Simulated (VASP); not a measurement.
# Se (P3_221) in VASP: further runs, part 2 of 2

VASP 6.6.1.

**5. Single point, PBEsol (biaxial strain in the a-b plane: -6.0 %, then relaxed in part)**

INCAR

```
  PREC = Accurate
  ENCUT = 520
  EDIFF = 1E-6
  ISMEAR = 0
  SIGMA = 0.02
  LREAL = False
  LASPH = True
  NELM = 80
  ALGO = Fast
  ISIF = 2
  LWAVE = False
  LCHARG = False
  GGA = PS
  NBANDS = 16
```

KPOINTS

```
regular mesh
0
Gamma
  12 12 8
```

POSCAR

```
Se
1.0
    3.7961608196      0.0000000000      0.0000000000
   -1.8980804098      3.2875717066      0.0000000000
    0.0000000000      0.0000000000      5.3116912722
Se
3
Direct
    0.2624638490      0.0000000000      0.1666666667
    0.0000000000      0.2624638490      0.8333333333
    0.7375361510      0.7375361510      0.5000000000
```

Potentials or basis: VASP PAW PBE potentials, release 64 (Se).

Started as:

```bash
> cat potpaw_PBE.64/Se/POTCAR > POTCAR
> mpirun -np 1 vasp_std > vasp.out
```

OUTCAR:

```text
PREC = Accurate
   ENCUT = 520
   EDIFF = 1E-6
   ISMEAR = 0
   LREAL = False
   LASPH = True
   NELM = 80
   ISIF = 2
   GGA = PS

 ion  position               nearest neighbor table
   1  0.262  0.000  0.167-   3 2.47   2 2.47
   2  0.000  0.262  0.833-   3 2.47   1 2.47
   3  0.738  0.738  0.500-   2 2.47   1 2.47

  LATTYP: Found a hexagonal cell.
 ALAT       =     3.7961608196
 C/A-ratio  =     1.3992271467

  Lattice vectors:

 A1 = (   3.7961608196,   0.0000000000,   0.0000000000)
 A2 = (  -1.8980804098,   3.2875717066,   0.0000000000)
 A3 = (   0.0000000000,   0.0000000000,   5.3116912722)

Analysis of symmetry for initial positions (statically):
=====================================================================
 Subroutine PRICEL returns:
 Original cell was already a primitive cell.

 Routine SETGRP: Setting up the symmetry group for a
 hexagonal supercell.

 Subroutine GETGRP returns: Found  6 space group operations
 (whereof  2 operations were pure point group operations)
 out of a pool of 24 trial point group operations.

The static configuration has the point symmetry C_2 .
 The point group associated with its full space group is D_3 .

Analysis of symmetry for dynamics (positions and initial velocities):
=====================================================================
 Subroutine PRICEL returns:
 Original cell was already a primitive cell.

 Routine SETGRP: Setting up the symmetry group for a
 hexagonal supercell.

 Subroutine GETGRP returns: Found  6 space group operations
 (whereof  2 operations were pure point group operations)
 out of a pool of 24 trial point group operations.

The dynamic configuration has the point symmetry C_2 .
[... 111 lines left out ...]
   TEBEG  =    0.0;   TEEND  =   0.0 temperature during run
   PSTRESS=    0.0 pullay stress
   NELECT =      18.0000    total number of electrons
   NUPDOWN=      -1.0000    fix difference up-down
   EMIN   =  10.00;   EMAX   =-10.00  energy-range for DOS
   EFERMI =   0.00;   METHOD = LEGACY
   ISMEAR =     0;   SIGMA  =   0.02  broadening in eV -4-tet -1-fermi 0-gaus
   EFERMI_NEDOS =   21; number of points for ismear=-14 and -15
   IALGO  =     68    algorithm
   IMIX   =      4    mixing-type and parameters
     AMIX     =   0.40;   BMIX     =  1.00
     AMIX_MAG =   1.60;   BMIX_MAG =  1.00
  volume/ion in A,a.u.               =      22.10       149.12
  Fermi-wavevector in a.u.,A,eV,Ry     =   1.060103  2.003304 15.290481  1.123819
  Thomas-Fermi vector in A             =   2.195472
   LORBIT       =      0    0 simple, 1 ext, 2 COOP (PROOUT), +10 PAW based schemes
   GGA     = PS    functional components
   LHFCALC =     F    Hartree Fock is set to
   AEXX    =    0.0000 exact exchange contribution
   IVDW    =     0    specifies the selected vdW correction
   LEPSILON=     F    determine dielectric tensor
   LRPA    =     F    only Hartree local field effects (RPA)
 non-spin polarized calculation
 RMM-DIIS sequential band-by-band and
 Gauss-broadening in eV      SIGMA  =   0.02
  energy-cutoff  :      520.00
  volume of cell :       66.29
 maximum number of plane-waves:      1804
   NGX = 15   NGY = 15   NGZ = 19

 number of electron      17.9999999 magnetization

 Free energy of the ion-electron system (eV)
  ---------------------------------------------------
  ext. energy  EPLUGINS =         0.00000000
  ---------------------------------------------------
  free energy    TOTEN  =       -11.49469259 eV

  energy without entropy =      -11.49465341  energy(sigma->0) =      -11.49467300

 E-fermi :   4.7173     XC(G=0): -10.1384

 val. band max:        4.7173294431   @ k =   0.3333   0.3333   0.5000
 cond. band min:       4.7173294811   @ k =   0.3333   0.3333   0.5000
 fundamental gap:      0.0000000381
 Fermi energy:         4.7173294622

 k-point     1 :       0.0000    0.0000    0.0000
  band No.  band energies     occupation
      1     -11.7574      2.00000
      2      -7.6435      2.00000
      3      -7.6435      2.00000
      4       1.3493      2.00000
      5       1.6013      2.00000
      6       1.6013      2.00000
[... 433 lines left out ...]
      3      -6.8084      2.00000
      4      -0.1717      2.00000
      5       0.9309      2.00000
      6       1.2797      2.00000
[... 8 lines left out ...]
     15      12.3754      0.00000
     16      12.6662      0.00000

 [... further k-points ...]
[... 5 lines left out ...]
  --------------------------------------------------------------------------------------
  -------------------------------------------------------------------------------------
  Total        1.2686860      1.2686860      0.1055263      0.0000000     -0.0000000      0.0000000
  in kB       30.6628188     30.6628188      2.5504608      0.0000000     -0.0000000      0.0000000
  external PRESSURE =      21.2920328 kB  Pullay stress =       0.0000000 kB

 VOLUME and BASIS-vectors are now :
 -----------------------------------------------------------------------------
  energy-cutoff  :      520.00
  volume of cell :       66.29
      direct lattice vectors                 reciprocal lattice vectors
     3.796160820  0.000000000  0.000000000     0.263424035  0.152087937  0.000000000
    -1.898080410  3.287571707  0.000000000     0.000000000  0.304175875  0.000000000
     0.000000000  0.000000000  5.311691272     0.000000000  0.000000000  0.188263954

 POSITION                                       TOTAL-FORCE (eV/Angst)
 -----------------------------------------------------------------------------------
      0.99635      0.00000      0.88528         0.022671      0.000000      0.000000
     -0.49818      0.86287      4.42641        -0.011335      0.019633     -0.000000
      1.39990      2.42470      2.65585        -0.011335     -0.019633      0.000000
 -----------------------------------------------------------------------------------
    total drift:                                0.000000      0.000001     -0.000000

  FREE ENERGIE OF THE ION-ELECTRON SYSTEM (eV)
  ---------------------------------------------------
  free  energy   TOTEN  =       -11.4946925905 eV

  energy  without entropy=      -11.4946534107  energy(sigma->0) =      -11.49467300
```

Wall time 2 min (1 thread of Oxide Virtual Turin-like, shared host); peak memory 0.21 GiB.

What came out:

```
Free energy            : -11.4947 eV
Pressure               : 2.1 GPa
Largest force          : 0.023 eV/Å
Band gap on the k mesh : zero (filled and empty bands touch)
```

Forces in eV/Å, atoms in the order of the input:
```
Se   0.023  0.000  0.000
Se  -0.011  0.020  0.000
Se  -0.011 -0.020  0.000
```

Levels at points of the mesh, in eV from the Fermi level:
```csv
k point,band 5,band 6,band 7,band 8,band 9,band 10,band 11,band 12,band 13,band 14
"(0.00, 0.00, 0.00)",-3.12,-3.12,-1.77,-1.77,-0.64,1.28,1.28,2.37,6.11,6.11
"(0.50, 0.00, 0.00)",-5.43,-4.45,-4.10,-1.29,-0.91,1.07,1.27,3.67,4.28,9.37
"(0.00, 0.00, 0.50)",-2.86,-2.86,-1.42,-0.96,-0.96,0.72,0.97,0.97,4.90,6.99
"(0.50, 0.00, 0.50)",-4.42,-4.34,-2.83,-2.47,-0.48,0.63,2.20,3.18,5.49,6.46
```

Caveat: the cell differs from its parent crystal (biaxial strain in the a-b plane: -6.0 %, then relaxed in part); the PAW data sets were made with another functional, which shifts forces and pressure a little.

**6. Single point, PBEsol (biaxial strain in the a-b plane: -6.0 %)**

INCAR

```
PREC = Accurate ; ENCUT = 520
EDIFF = 1E-7 ; ISMEAR = 0
SIGMA = 0.02 ; LREAL = F
LASPH = T ; NELM = 60
ALGO = Fast ; ISIF = 2
LWAVE = F ; LCHARG = F
GGA = PS ; NBANDS = 16
```

KPOINTS

```
Automatic mesh
0
Gamma
  12 12 8
```

POSCAR

```
Se
1.0
    3.7961608196      0.0000000000      0.0000000000
   -1.8980804098      3.2875717066      0.0000000000
    0.0000000000      0.0000000000      5.3058371363
Se
3
Direct
    0.2579861897      0.0000000000      0.1666666667
    0.0000000000      0.2579861897      0.8333333333
    0.7420138103      0.7420138103      0.5000000000
```

Potentials or basis: VASP PAW PBE potentials, release 64 (Se).

Started as:

```bash
> cat potpaw_PBE.64/Se/POTCAR > POTCAR
> mpirun -np 1 vasp_std > vasp.out
```

Wall time 2.9 min (1 thread of Oxide Virtual Turin-like, shared host); peak memory 0.21 GiB.

The run converged. Its results:

| Property | Result |
| --- | --- |
| Free energy | -11.4895 eV |
| Pressure | 2.9 GPa |
| Largest force | 0.173 eV/Å |
| Band gap on the k mesh | zero (filled and empty bands touch) |

Forces in eV/Å, atoms in the order of the input:
```
Se   0.173  0.000  0.000
Se  -0.086  0.150  0.000
Se  -0.086 -0.150  0.000
```

Stress tensor (GPa, compression positive):
```
3.78 0.00 0.00
0.00 3.78 0.00
0.00 0.00 1.27
```

Levels at points of the mesh, in eV from the Fermi level:
```
           k point  band 7  band 8  band 9  band 10  band 11  band 12
(0.00, 0.00, 0.00)   -1.76   -1.76   -0.56     1.31     1.31     2.43
(0.50, 0.00, 0.00)   -4.07   -1.39   -0.94     1.14     1.39     3.75
(0.00, 0.00, 0.50)   -1.45   -1.00   -1.00     0.76     1.07     1.07
(0.50, 0.00, 0.50)   -2.79   -2.43   -0.49     0.66     2.19     3.20
```

Caveat: the cell differs from its parent crystal (biaxial strain in the a-b plane: -6.0 %); the PAW data sets were made with another functional, which shifts forces and pressure a little.

**7. Summary**

| cell | k mesh | smearing | gap on the mesh (eV) | pressure (GPa) | largest force (eV/Å) |
| --- | --- | --- | --- | --- | --- |
| a = 3.796, b = 3.796, c = 5.312 Å, angles 90.0, 90.0, 120.0°, 3 atoms, atomic positions A | 12 × 12 × 8 | gaussian 0.02 eV | none | 2.1 | 0.02 |
| a = 3.796, b = 3.796, c = 5.306 Å, angles 90.0, 90.0, 120.0°, 3 atoms, atomic positions B | 12 × 12 × 8 | gaussian 0.02 eV | none | 2.9 | 0.17 |
| a = 4.056, b = 4.056, c = 5.108 Å, angles 90.0, 90.0, 120.0°, 3 atoms, atomic positions C | 6 × 6 × 4 | gaussian 0.1 eV | 0.48 | 0.3 | 0.05 |

Alike in all rows: task single point; level PBEsol; potentials or basis VASP PAW PBE potentials, release 64 (Se); no spin polarisation; cutoff (eV) 520.

Caveats: the PAW data sets were made with another functional, which shifts forces and pressure a little; semilocal functionals underestimate gaps, and a narrow one can read as zero (at least some runs).

Absolute energies hang on the potentials; compare differences alone.
